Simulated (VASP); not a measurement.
# ZnO (zincite) (P6_3mc) in VASP: elastic constants with PBEsol

Aim: the elastic constants of ZnO (zincite) with PBEsol.

All numbers are computed with VASP 6.6.1; they aren't measurements. Logs are shortened: lines on timing, memory, paths and dates and some standing lists are left out, and cuts for length are marked.

**1. The cell of the first run**

Symmetry: P6_3mc, No. 186, hexagonal system. The conventional cell has a = 3.230 Å, b = 3.230 Å, c = 5.214 Å, α = 90.00°, β = 90.00°, γ = 120.00°. Zn (site symmetry 3m) has 4 O at 1.97 to 1.98 Å within 2.6 Å. O (site symmetry 3m) has 4 Zn at 1.97 to 1.98 Å within 2.6 Å.

**2. Elastic constants, PBEsol**

File INCAR:

```
SYSTEM = ZnO
ALGO = Normal
EDIFF = 1E-8
ENCUT = 600
GGA = PS
IBRION = 6
ISIF = 3
ISMEAR = 0
LASPH = .TRUE.
LCHARG = .FALSE.
LREAL = .FALSE.
LWAVE = .FALSE.
NBANDS = 26
NELM = 100
NFREE = 2
NSW = 1
POTIM = 0.015
PREC = Accurate
SIGMA = 0.01
```

File KPOINTS:

```
k-points
0
G
  9 9 6
  0 0 0
```

File POSCAR:

```
ZnO
1.0
    3.2300572070      0.0000000000      0.0000000000
   -1.6150286035      2.7973115969      0.0000000000
    0.0000000000      0.0000000000      5.2141142668
Zn O
2 2
Direct
    0.3333333333      0.6666666667      0.5000326392
    0.6666666667      0.3333333333      0.0000326392
    0.6666666667      0.3333333333      0.3789773608
    0.3333333333      0.6666666667      0.8789773608
```

Potentials or basis: VASP PAW PBE potentials, release 64 (Zn, O).

Started as:

```bash
cat potpaw_PBE.64/Zn/POTCAR potpaw_PBE.64/O/POTCAR > POTCAR
mpirun -np 1 vasp_std > vasp.out
```

OUTCAR:

```text
SYSTEM = ZnO
   EDIFF = 1E-8
   ENCUT = 600
   GGA = PS
   IBRION = 6
   ISIF = 3
   ISMEAR = 0
   LASPH = .TRUE.
   LREAL = .FALSE.
   NELM = 100
   NFREE = 2
   NSW = 1
   POTIM = 0.015
   PREC = Accurate

 ion  position               nearest neighbor table
   1  0.333  0.667  0.500-   3 1.97   3 1.97   3 1.97   4 1.98
   2  0.667  0.333  0.000-   4 1.97   4 1.97   4 1.97   3 1.98
   3  0.667  0.333  0.379-   1 1.97   1 1.97   1 1.97   2 1.98
   4  0.333  0.667  0.879-   2 1.97   2 1.97   2 1.97   1 1.98

  LATTYP: Found a hexagonal cell.
 ALAT       =     3.2300572070
 C/A-ratio  =     1.6142482726

  Lattice vectors:

 A1 = (   3.2300572070,   0.0000000000,   0.0000000000)
 A2 = (  -1.6150286035,   2.7973115969,   0.0000000000)
 A3 = (   0.0000000000,   0.0000000000,   5.2141142668)

Analysis of symmetry for initial positions (statically):
=====================================================================
 Subroutine PRICEL returns:
 Original cell was already a primitive cell.

 Routine SETGRP: Setting up the symmetry group for a
 hexagonal supercell.

 Subroutine GETGRP returns: Found 12 space group operations
 (whereof  6 operations were pure point group operations)
 out of a pool of 24 trial point group operations.

The static configuration has the point symmetry C_3v.
 The point group associated with its full space group is C_6v.

Analysis of symmetry for dynamics (positions and initial velocities):
=====================================================================
 Subroutine PRICEL returns:
 Original cell was already a primitive cell.

 Routine SETGRP: Setting up the symmetry group for a
 hexagonal supercell.

 Subroutine GETGRP returns: Found 12 space group operations
 (whereof  6 operations were pure point group operations)
 out of a pool of 24 trial point group operations.

The dynamic configuration has the point symmetry C_3v.
 The point group associated with its full space group is C_6v.

 Subroutine INISYM returns: Found 12 space group operations
 (whereof  6 operations are pure point group operations),
 and found     1 'primitive' translations

----------------------------------------------------------------------------------------

                                     Primitive cell

  volume of cell :      47.1120

  direct lattice vectors                    reciprocal lattice vectors
     3.230057207  0.000000000  0.000000000     0.309592040  0.178743048  0.000000000
    -1.615028604  2.797311597  0.000000000     0.000000000  0.357486095  0.000000000
     0.000000000  0.000000000  5.214114267     0.000000000  0.000000000  0.191787128

  length of vectors
     3.230057207  3.230057207  5.214114267     0.357486095  0.357486095  0.191787128

  position of ions in fractional coordinates (direct lattice)
     0.333333333  0.666666667  0.500032639
     0.666666667  0.333333333  0.000032639
     0.666666667  0.333333333  0.378977361
     0.333333333  0.666666667  0.878977361

  ion indices of the primitive-cell ions
[... 118 lines left out ...]

 number of electron      36.0000007 magnetization

 Free energy of the ion-electron system (eV)
  ---------------------------------------------------
  ext. energy  EPLUGINS =         0.00000000
  ---------------------------------------------------
  free energy    TOTEN  =       -19.41413088 eV

  energy without entropy =      -19.41413088  energy(sigma->0) =      -19.41413088

------------------------ aborting loop because EDIFF is reached ----------------------------------------

  FORCE on cell =-STRESS in cart. coord.  units (eV):
  Direction    XX          YY          ZZ          XY          YZ          ZX
  --------------------------------------------------------------------------------------
  -------------------------------------------------------------------------------------
  Total        0.2433255      0.2433255      0.2464519      0.0000000      0.0000000      0.0000000
  in kB        8.2749720      8.2749720      8.3812949      0.0000000      0.0000000      0.0000000
  external PRESSURE =       8.3104129 kB  Pullay stress =       0.0000000 kB
[... 95 lines left out ...]
  FREE ENERGIE OF THE ION-ELECTRON SYSTEM (eV)
  ---------------------------------------------------
  free  energy   TOTEN  =       -19.4009807465 eV

  energy  without entropy=      -19.4009807465  energy(sigma->0) =      -19.40098075

[... ionic steps 4 to 18 ...]

--------------------------------------- Ionic step       19  -------------------------------------------

 number of electron      36.0000008 magnetization

------------------------ aborting loop because EDIFF is reached ----------------------------------------
[... 71 lines left out ...]
--------------------------------------- Ionic step       21  -------------------------------------------

 number of electron      36.0000010 magnetization

 Free energy of the ion-electron system (eV)
  ---------------------------------------------------
  ext. energy  EPLUGINS =         0.00000000
  ---------------------------------------------------
  free energy    TOTEN  =       -19.41280400 eV

  energy without entropy =      -19.41280400  energy(sigma->0) =      -19.41280400

 E-fermi :   1.2396     XC(G=0): -11.2412

 val. band max:        1.1438673091   @ k =   0.0000   0.0000   0.0000
 cond. band min:       1.8349100986   @ k =   0.0000   0.0000   0.0000
 fundamental gap:      0.6910427895
 Fermi energy:         1.2396001870

 k-point     1 :       0.0000    0.0000    0.0000
  band No.  band energies     occupation
      1     -16.9847      2.00000
      2     -16.2276      2.00000
      3      -4.6783      2.00000
      4      -4.6157      2.00000
      5      -4.6157      2.00000
      6      -4.5917      2.00000
[... 685 lines left out ...]
     25      14.4110      0.00000
     26      15.5130      0.00000

 [... further k-points ...]

------------------------ aborting loop because EDIFF is reached ----------------------------------------

  FORCE on cell =-STRESS in cart. coord.  units (eV):
  Direction    XX          YY          ZZ          XY          YZ          ZX
  --------------------------------------------------------------------------------------
  -------------------------------------------------------------------------------------
  Total        0.1722694      0.1722694      0.3908663      0.0000000      0.0000000      0.0000000
  in kB        5.8585086      5.8585086     13.2925168      0.0000000      0.0000000      0.0000000
  external PRESSURE =       8.3365113 kB  Pullay stress =       0.0000000 kB
[... 19 lines left out ...]
  FREE ENERGIE OF THE ION-ELECTRON SYSTEM (eV)
  ---------------------------------------------------
  free  energy   TOTEN  =       -19.4128040025 eV

  energy  without entropy=      -19.4128040025  energy(sigma->0) =      -19.41280400

 INTERNAL STRAIN TENSORS FROM STRAINED CELLS
 ============================================

 INTERNAL STRAIN TENSOR FOR ION    1 for displacements in x,y,z  (eV/Angst):
          X           Y           Z          XY          YZ          ZX
  --------------------------------------------------------------------------------
  x     0.00000    -0.00000     0.00000    -7.36854     0.00000    -4.66262
  y    -7.39323     7.40143     0.00000    -0.00005    -4.66013    -0.00008
  z    -4.71044    -4.71471     9.28805    -0.00031    -0.00001    -0.00004

 INTERNAL STRAIN TENSORS FROM DISPLACED ATOMS
 ============================================

 INTERNAL STRAIN TENSOR FOR ION    1 for displacements in x,y,z  (eV/Angst):
          X           Y           Z          XY          YZ          ZX
  --------------------------------------------------------------------------------
  x    -0.00000    -0.00000    -0.00000    -7.36991     0.00000    -4.65849
  y    -7.36991     7.36991     0.00000     0.00000    -4.65849    -0.00000
  z    -4.67780    -4.67780     9.25868     0.00000     0.00000     0.00000

 INTERNAL STRAIN TENSOR FOR ION    4 for displacements in x,y,z  (eV/Angst):
          X           Y           Z          XY          YZ          ZX
  --------------------------------------------------------------------------------
  x     0.00000     0.00000     0.00000    -8.34734     0.00000     4.66361
  y    -8.34734     8.34734     0.00000     0.00000     4.66361    -0.00000
  z     4.70178     4.70178    -9.21774     0.00000     0.00000     0.00000

 Eigenvectors and eigenvalues of the dynamical matrix
 ----------------------------------------------------

   1 f  =   16.077595 THz   101.018510 2PiTHz  536.290850 cm-1    66.491561 meV
             X         Y         Z           dx          dy          dz
     -0.000000  1.864874  2.607227    -0.000000    0.000000   -0.096252
      1.615029  0.932437  0.000170     0.000000   -0.000000    0.096252
      1.615029  0.932437  1.976031     0.000000   -0.000000   -0.700525
     -0.000000  1.864874  4.583088    -0.000000    0.000000    0.700525
[... 71 lines left out ...]
  12 f/i=    0.015552 THz     0.097718 2PiTHz    0.518770 cm-1     0.064319 meV
             X         Y         Z           dx          dy          dz
     -0.000000  1.864874  2.607227     0.000000   -0.000000    0.633372
      1.615029  0.932437  0.000170     0.000000   -0.000000    0.633372
      1.615029  0.932437  1.976031     0.000000   -0.000000    0.314387
     -0.000000  1.864874  4.583088     0.000000   -0.000000    0.314387

--------------------------------------------------------------------------------------------------------

 ELASTIC MODULI CONTR FROM IONIC RELAXATION (kBar)
 Direction    XX          YY          ZZ          XY          YZ          ZX
 --------------------------------------------------------------------------------
 XX        -747.6732    303.5325    437.4498     -0.0000     -0.0000     -0.0000
 YY         303.5325   -747.6732    437.4498      0.0000      0.0000      0.0000
 ZZ         437.4498    437.4498   -861.7196      0.0000      0.0000      0.0000
 XY          -0.0000      0.0000      0.0000   -525.6029      0.0000     -0.0000
 YZ          -0.0000      0.0000      0.0000      0.0000   -198.8188      0.0000
 ZX          -0.0000      0.0000      0.0000     -0.0000      0.0000   -198.8185
 --------------------------------------------------------------------------------

 TOTAL ELASTIC MODULI (kBar)
 Direction    XX          YY          ZZ          XY          YZ          ZX
 --------------------------------------------------------------------------------
 XX        2025.9117   1269.2900   1123.1360     -0.0000     -0.0000     -0.0000
 YY        1269.2900   2025.9117   1123.1360      0.0000      0.0000      0.0000
 ZZ        1123.1360   1123.1360   2177.1652      0.0000      0.0000      0.0000
 XY          -0.0000      0.0000      0.0000    378.3109      0.0000     -0.0000
 YZ          -0.0000      0.0000      0.0000      0.0000    348.5178      0.0000
 ZX          -0.0000      0.0000      0.0000     -0.0000      0.0000    348.5179
 --------------------------------------------------------------------------------
```

Wall time 20 min (1 thread of Intel Xeon 6975P-C (Granite Rapids), shared host); peak memory 0.59 GiB.

Results:

```
Voigt bulk modulus                                      : 147 GPa
Highest phonon frequency at Γ, LO-TO splitting left out : 536 cm⁻¹
```

Phonon frequencies in cm⁻¹ (negative: imaginary):
```csv
q point,frequencies
"(0.000, 0.000, 0.000)",-1 0 0 87 87 255 377 396 396 429 429 536
```

Elastic tensor in Voigt notation (GPa, in the Cartesian axes of the cell as first typed):
```
203 127 112   0   0   0
127 203 112   0   0   0
112 112 218   0   0   0
  0   0   0  35   0   0
  0   0   0   0  35   0
  0   0   0   0   0  38
```

Clamped-ion elastic tensor (GPa):
```
277  97  69   0   0   0
 97 277  69   0   0   0
 69  69 304   0   0   0
  0   0   0  55   0   0
  0   0   0   0  55   0
  0   0   0   0   0  90
```

Caveat: the PAW data sets were made with another functional, which shifts forces and pressure a little.
